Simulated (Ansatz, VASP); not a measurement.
# RbCl: VASP beside Ansatz

```
Rb Cl
1.0
     4.63014    0.00000    0.00000
     0.00000    4.63014    0.00000
     0.00000    0.00000   13.27400
Rb Cl
2 2
Direct
  0.00000 0.00000 0.37668
  0.50000 0.50000 0.62332
  0.50000 0.50000 0.37668
  0.00000 0.00000 0.62332
```

Alike in both runs: task single point; functional PBE; k mesh 4 × 4 × 1; occupations gaussian, width 0.15 eV; no spin polarisation.

```csv
,VASP,Ansatz
version,VASP 6.6.1,Ansatz 0.2.0
potentials or method,"VASP PAW PBE potentials, release 64 (Rb_sv, Cl), cutoff 400 eV","plane waves, PAW"
valence electrons in the cell,32,32
```

|  | VASP | Ansatz | Ansatz less VASP |
| --- | --- | --- | --- |
| gap on the k mesh at the Fermi level (eV) | 4.67 | 4.68 | +0.004 |

The functional is the same, so the differences come from potentials, cutoffs and numerics. Ansatz's warnings: vacuum density over bound.
